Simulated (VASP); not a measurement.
# Rh (P-1) in VASP: a series of runs

Runs on Rh. Level: PBE. Tasks: single point.

All numbers are computed with VASP 6.6.1; they aren't measurements. Logs are shortened: lines on timing, memory, paths and dates and some standing lists are left out, and cuts for length are marked.

## (1) The cell of the first run

The typed cell holds 3 atoms: a = 4.643 Å, b = 11.017 Å, c = 2.703 Å, α = 65.94°, β = 30.79°, γ = 90.00°.

## (2) Single point, PBE

Contents of INCAR:

```
SYSTEM = Rh
PREC = Accurate
ENCUT = 520
EDIFF = 1E-7
ISMEAR = 0
SIGMA = 0.1
LREAL = .FALSE.
LASPH = .TRUE.
NELM = 60
ALGO = Fast
ISIF = 2
LWAVE = .FALSE.
LCHARG = .FALSE.
GGA = PE
NBANDS = 30
```

Contents of KPOINTS:

```
Automatic mesh
0
G
  8 4 40
  0 0 0
```

Contents of POSCAR:

```
Rh
1.0
    4.6433174325      0.0000000000      0.0000000000
    0.0000000000     11.0172432481      0.0000000000
    2.3216587162      1.1017243248      0.8365882912
Rh
3
Direct
    0.3333333333      0.6666666667      0.0000000000
    0.6666666667      0.3333333333      0.0000000000
    0.0000000000      0.0000000000      0.0000000000
```

Potentials or basis: VASP PAW PBE potentials, release 64 (Rh_pv).

On the command line:

```console
$ cat potpaw_PBE.64/Rh_pv/POTCAR > POTCAR
$ mpirun -np 1 vasp_std > vasp.out
```

OUTCAR:

```text
SYSTEM = Rh
   PREC = Accurate
   ENCUT = 520
   EDIFF = 1E-7
   ISMEAR = 0
   LREAL = .FALSE.
   LASPH = .TRUE.
   NELM = 60
   ISIF = 2
   GGA = PE

 ion  position               nearest neighbor table
   1  0.333  0.667  0.000-   3 2.81   2 2.81
   2  0.667  0.333  0.000-   3 2.81   1 2.81
   3  0.000  0.000  0.000-   2 2.81   1 2.81

  LATTYP: Found a base centered monoclinic cell.
 ALAT       =     2.7667139041
 B/A-ratio  =     1.6782788512
 C/A-ratio  =     2.4142548933
 COS(beta)  =    -0.0709839340

  Lattice vectors:

 A1 = (   2.3216587163,  -1.1017243248,  -0.8365882912)
 A2 = (  -2.3216587162,  -1.1017243248,  -0.8365882912)
 A3 = (   0.0000000003,   4.4068972993,  -5.0195297472)

Analysis of symmetry for initial positions (statically):
=====================================================================
 Subroutine PRICEL returns following result:

  Warning from LATTYP: Got some problem with cell dimensions!
  Tried to take original basis but could not verify dimensions!
  LATTYP: Found a triclinic cell.
 ALAT       =     4.6173523980
 B/A-ratio  =     0.5853029201
 C/A-ratio  =     0.8141911445
 COS(alpha) =     0.0015076859
 COS(beta)  =     0.4001694702
 COS(gamma) =     0.8651206731

  Lattice vectors:

 A1 = (   3.0955449540,  -0.7344828802,  -3.3463531648)
 A2 = (   2.3216587158,  -1.1017243237,  -0.8365882912)
 A3 = (  -1.5477724781,  -0.7344828813,  -3.3463531648)

   3 primitive cells build up your supercell.

 Routine SETGRP: Setting up the symmetry group for a
 base centered monoclinic supercell.

 Subroutine GETGRP returns: Found  2 space group operations
 (whereof  2 operations were pure point group operations)
 out of a pool of  4 trial point group operations.

The static configuration has the point symmetry S_2 .

Analysis of symmetry for dynamics (positions and initial velocities):
=====================================================================
 Subroutine PRICEL returns following result:

  Warning from LATTYP: Got some problem with cell dimensions!
  Tried to take original basis but could not verify dimensions!
  LATTYP: Found a triclinic cell.
 ALAT       =     4.6173523980
 B/A-ratio  =     0.5853029201
 C/A-ratio  =     0.8141911445
 COS(alpha) =     0.0015076859
 COS(beta)  =     0.4001694702
 COS(gamma) =     0.8651206731

  Lattice vectors:

 A1 = (   3.0955449540,  -0.7344828802,  -3.3463531648)
 A2 = (   2.3216587158,  -1.1017243237,  -0.8365882912)
 A3 = (  -1.5477724781,  -0.7344828813,  -3.3463531648)

   3 primitive cells build up your supercell.

 Routine SETGRP: Setting up the symmetry group for a
 base centered monoclinic supercell.

 Subroutine GETGRP returns: Found  2 space group operations
 (whereof  2 operations were pure point group operations)
 out of a pool of  4 trial point group operations.

The dynamic configuration has the point symmetry S_2 .

 Subroutine INISYM returns: Found  2 space group operations
 (whereof  2 operations are pure point group operations),
 and found     3 'primitive' translations

----------------------------------------------------------------------------------------

                                     Primitive cell

  volume of cell :      14.2657

  direct lattice vectors                    reciprocal lattice vectors
     3.095544954 -0.734482880 -3.346353165     0.215363264  0.635367654 -0.239066219
     2.321658716 -1.101724324 -0.836588291     0.000000000 -1.089201693  0.239066219
    -1.547772478 -0.734482881 -3.346353165    -0.215363264 -0.363067231 -0.119533110

  length of vectors
     4.617352398  2.702549842  3.759407433     0.712198041  1.115129134  0.438733762

  position of ions in fractional coordinates (direct lattice)
     0.000000000  1.000000000  1.000000000

  ion indices of the primitive-cell ions
   primitive index   ion index
                 1           1

----------------------------------------------------------------------------------------

 KPOINTS: Automatic mesh

Automatic generation of k-mesh.
 Grid dimensions read from file:
 generate k-points for:    8    4   40

 Generating k-lattice:

  Cartesian coordinates                     Fractional coordinates (reciprocal lattice)
     0.026920408  0.000000000 -0.074708194     0.125000000  0.000000000  0.000000000
     0.000000000  0.022691702 -0.029883277     0.000000000  0.250000000 -0.000000000
     0.000000000  0.000000000  0.029883277     0.000000000  0.000000000  0.025000000

  Length of vectors
     0.079410469  0.037522308  0.029883277

  Shift w.r.t. Gamma in fractional coordinates (k-lattice)
     0.000000000  0.000000000  0.000000000

 -----------------------------------------------------------------------------
|                                                                             |
|           W    W    AA    RRRRR   N    N  II  N    N   GGGG   !!!           |
|           W    W   A  A   R    R  NN   N  II  NN   N  G    G  !!!           |
|           W    W  A    A  R    R  N N  N  II  N N  N  G       !!!           |
|           W WW W  AAAAAA  RRRRR   N  N N  II  N  N N  G  GGG   !            |
|           WW  WW  A    A  R   R   N   NN  II  N   NN  G    G                |
|           W    W  A    A  R    R  N    N  II  N    N   GGGG   !!!           |
|                                                                             |
|     Your reciprocal lattice and k-lattice belong to different lattice       |
|     classes:                                                                |
|                                                                             |
|        The reciprocal lattice is base-centered monoclinic,                  |
|        whereas your k-lattice is base centered orthorhombic.                |
|                                                                             |
|     Results are often still useful ...                                      |
|                                                                             |
 -----------------------------------------------------------------------------

 Subroutine IBZKPT returns following result:
 ===========================================

 Found    644 irreducible k-points:

 Following reciprocal coordinates:
            Coordinates               Weight
  0.000000  0.000000  0.000000      1.000000
  0.125000  0.000000 -0.000000      2.000000
  0.125000  0.000000  0.125000      2.000000
  0.250000  0.000000 -0.000000      2.000000
  0.250000  0.000000  0.250000      2.000000
  0.375000  0.000000  0.000000      2.000000
[... 16 lines left out ...]
 -0.125000  0.250000  0.000000      2.000000
 -0.125000 -0.250000 -0.125000      2.000000
 [... further k-points ...]
   k-points           NKPTS =    644   k-points in BZ     NKDIM =    644   number of bands    NBANDS=     30
   number of dos      NEDOS =    301   number of ions     NIONS =      3
   total plane-waves  NPLWV =  60480
   dimension x,y,z NGX =    36 NGY =   84 NGZ =   20
   dimension x,y,z NGXF=    72 NGYF=  168 NGZF=   40
   ions per type =               3
   NGX,Y,Z   is equivalent  to a cutoff of  12.89, 12.68, 12.30 a.u.
   NGXF,Y,Z  is equivalent  to a cutoff of  25.78, 25.35, 24.61 a.u.
 SYSTEM =  Rh
   PREC   = accura    normal or accurate (medium, high low for compatibility)
   ISTART =      0    job   : 0-new  1-cont  2-samecut
   ICHARG =      2    charge: 1-file 2-atom 10-const
   ISPIN  =      1    spin polarized calculation?
   LNONCOLLINEAR =      F non collinear calculations
   LSORBIT =      F    spin-orbit coupling
   LASPH  =      T    aspherical Exc in radial PAW
   ENCUT  =  520.0 eV  38.22 Ry    6.18 a.u.   8.63 20.48  5.02*2*pi/ulx,y,z
   NELM   =     60;   NELMIN=  2; NELMDL= -5     # of ELM steps
   EDIFF  = 0.1E-06   stopping-criterion for ELM
   LREAL  =      F    real-space projection
   EDIFFG = 0.1E-05   stopping-criterion for IOM
   NSW    =      0    number of steps for IOM
   IBRION =     -1    ionic relax: 0-MD 1-quasi-New 2-CG
   NFREE  =      0    steps in history (QN), initial steepest desc. (CG)
   ISIF   =      2    stress and relaxation
   ISYM   =      2    0-nonsym 1-usesym 2-fastsym
   POTIM  = 0.5000    time-step for ionic-motion
   TEBEG  =    0.0;   TEEND  =   0.0 temperature during run
   PSTRESS=    0.0 pullay stress
   NELECT =      45.0000    total number of electrons
   NUPDOWN=      -1.0000    fix difference up-down
   EMIN   =  10.00;   EMAX   =-10.00  energy-range for DOS
   EFERMI =   0.00;   METHOD = LEGACY
   ISMEAR =     0;   SIGMA  =   0.10  broadening in eV -4-tet -1-fermi 0-gaus
   EFERMI_NEDOS =   21; number of points for ismear=-14 and -15
   IALGO  =     68    algorithm
   IMIX   =      4    mixing-type and parameters
     AMIX     =   0.40;   BMIX     =  1.00
     AMIX_MAG =   1.60;   BMIX_MAG =  1.00
  volume/ion in A,a.u.               =      14.27        96.27
  Fermi-wavevector in a.u.,A,eV,Ry     =   1.664720  3.145865 37.705745  2.771294
  Thomas-Fermi vector in A             =   2.751215
   LORBIT       =      0    0 simple, 1 ext, 2 COOP (PROOUT), +10 PAW based schemes
   GGA     = PE    functional components
   LHFCALC =     F    Hartree Fock is set to
   AEXX    =    0.0000 exact exchange contribution
   IVDW    =     0    specifies the selected vdW correction
   LEPSILON=     F    determine dielectric tensor
   LRPA    =     F    only Hartree local field effects (RPA)
 non-spin polarized calculation
 RMM-DIIS sequential band-by-band and
 Gauss-broadening in eV      SIGMA  =   0.10
  energy-cutoff  :      520.00
  volume of cell :       42.80
 maximum number of plane-waves:      1171
   NGX = 17   NGY = 41   NGZ = 11

 number of electron      44.9999999 magnetization

 Free energy of the ion-electron system (eV)
  ---------------------------------------------------
  ext. energy  EPLUGINS =         0.00000000
  ---------------------------------------------------
  free energy    TOTEN  =       -21.67260033 eV

  energy without entropy =      -21.65048978  energy(sigma->0) =      -21.66154505

 E-fermi :  11.2234     XC(G=0): -13.7920

 val. band max:       11.2227984420   @ k =  -0.1250   0.5000   0.5000
 cond. band min:      11.2233660939   @ k =  -0.1250  -0.2500   0.0750
 fundamental gap:      0.0005676519
 Fermi energy:        11.2233619892

 k-point     1 :       0.0000    0.0000    0.0000
  band No.  band energies     occupation
      1     -35.5672      2.00000
      2     -35.5672      2.00000
      3     -35.1726      2.00000
      4     -35.1726      2.00000
      5     -35.1042      2.00000
      6     -35.1042      2.00000
[... 22 lines left out ...]
     29      23.3493      0.00000
     30      27.2807      0.00000
[... 728 lines left out ...]
  band No.  band energies     occupation
      1     -35.6447      2.00000
      2     -35.4457      2.00000
      3     -35.2137      2.00000
      4     -35.1920      2.00000
      5     -35.1530      2.00000
      6     -35.1450      2.00000
[... 22 lines left out ...]
     29      25.2730      0.00000
     30      27.9498      0.00000

 [... further k-points ...]
[... 5 lines left out ...]
  --------------------------------------------------------------------------------------
  -------------------------------------------------------------------------------------
  Total        0.2769374     -3.7451533      1.2546201     -0.4312964     -0.2132678     -0.3191323
  in kB       10.3676222   -140.2061576     46.9688299    -16.1463101     -7.9840416    -11.9472591
  external PRESSURE =     -27.6232352 kB  Pullay stress =       0.0000000 kB

 VOLUME and BASIS-vectors are now :
 -----------------------------------------------------------------------------
  energy-cutoff  :      520.00
  volume of cell :       42.80
      direct lattice vectors                 reciprocal lattice vectors
     4.643317432  0.000000000  0.000000000     0.215363264  0.000000000 -0.597665549
     0.000000000 11.017243248  0.000000000     0.000000000  0.090766808 -0.119533110
     2.321658716  1.101724325  0.836588291     0.000000000  0.000000000  1.195331097

 POSITION                                       TOTAL-FORCE (eV/Angst)
 -----------------------------------------------------------------------------------
      1.54777      7.34483      0.00000        -0.000000     -0.000000     -0.000000
      3.09554      3.67241      0.00000         0.000000      0.000000      0.000000
      0.00000      0.00000      0.00000         0.000000      0.000000      0.000000
 -----------------------------------------------------------------------------------
    total drift:                                0.000000      0.000000      0.000000

  FREE ENERGIE OF THE ION-ELECTRON SYSTEM (eV)
  ---------------------------------------------------
  free  energy   TOTEN  =       -21.6726003311 eV

  energy  without entropy=      -21.6504897777  energy(sigma->0) =      -21.66154505
```

Run time: 19 min. Hardware: 1 thread of AMD EPYC 9R45 (Zen 5), shared host; peak memory 0.67 GiB.

Results:

```
Free energy            : -21.6726 eV
Pressure               : -2.8 GPa
Band gap on the k mesh : zero (an odd number of electrons rules out a gap without spin polarisation)
```

## (3) Single point, PBE

This run uses another cell than the first one, of 14.39 Å³/atom.

Contents of INCAR:

```
SYSTEM = Rh
ALGO     = Fast           ! electronic algorithm
EDIFF    = 1E-6           ! SCF threshold, eV
ENCUT    = 520            ! plane-wave cutoff, eV
GGA      = PE             ! functional
ISIF     = 2              ! what is computed and relaxed
ISMEAR   = 0              ! smearing method
LASPH    = .TRUE.         ! aspherical terms in the spheres
LCHARG   = .FALSE.        ! write CHGCAR
LREAL    = .FALSE.        ! projectors in reciprocal space
LWAVE    = .FALSE.        ! write WAVECAR
NBANDS   = 30             ! bands
NELM     = 80             ! most SCF steps
PREC     = Accurate       ! precision mode
SIGMA    = 0.1            ! smearing width, eV
```

Contents of KPOINTS:

```
k-points
0
G
  8 4 40
  0 0 0
```

Contents of POSCAR:

```
Rh
1.0
    4.6432968590     -0.0000163148     -0.0138223530
   -0.0000387103     11.0172125507     -0.0260076669
    2.3191541798      1.0997382198      0.8346198118
Rh
3
Direct
    0.3333333333      0.6666666667      0.0000000000
    0.6666666667      0.3333333333      0.0000000000
    0.0000000000      0.0000000000      0.0000000000
```

Potentials or basis: VASP PAW PBE potentials, release 64 (Rh_pv).

On the command line:

```console
$ cat potpaw_PBE.64/Rh_pv/POTCAR > POTCAR
$ mpirun -np 1 vasp_std > vasp.out
```

Wall time 17 min (1 thread of AMD EPYC 9R45 (Zen 5), shared host); peak memory 0.68 GiB.

It converged, with:

```yaml
Free_energy: -21.6798 eV
Pressure: -5.0 GPa
Band_gap_on_the_k_mesh: zero (an odd number of electrons rules out a gap without spin polarisation)
```

Stress tensor (GPa, compression positive):
```
 -0.02  -1.30   0.00
 -1.30 -15.15   0.05
  0.00   0.05   0.05
```

Levels at points of the mesh, in eV from the Fermi level:
```csv
k point,band 18,band 19,band 20,band 21,band 22,band 23,band 24,band 25,band 26,band 27
"(0.00, 0.00, 0.00)",-2.42,-2.42,-1.86,-1.86,-1.20,-0.60,-0.32,-0.32,-0.10,-0.10
"(0.50, 0.00, 0.00)",-1.50,-0.43,-0.43,0.41,0.72,0.72,0.72,0.95,3.95,3.95
"(0.00, 0.50, 0.00)",-2.65,-2.32,-2.32,-1.18,-1.18,-0.77,-0.77,0.26,0.74,0.75
"(0.50, 0.50, 0.00)",-1.96,-1.96,0.49,0.53,0.53,0.87,0.95,2.62,3.40,3.40
"(0.00, 0.00, 0.50)",-1.93,-1.93,0.38,0.68,0.68,0.77,1.16,3.41,3.61,3.61
"(0.50, 0.00, 0.50)",-1.14,-0.43,-0.43,0.29,0.51,0.64,0.66,0.66,4.38,4.38
"(0.00, 0.50, 0.50)",-1.28,-0.60,-0.60,0.58,0.63,0.80,0.80,1.06,4.43,4.43
"(0.50, 0.50, 0.50)",-2.13,-2.13,0.47,0.62,0.62,0.77,1.13,3.32,3.32,3.71
```

Caveat: the cell stands under tension.
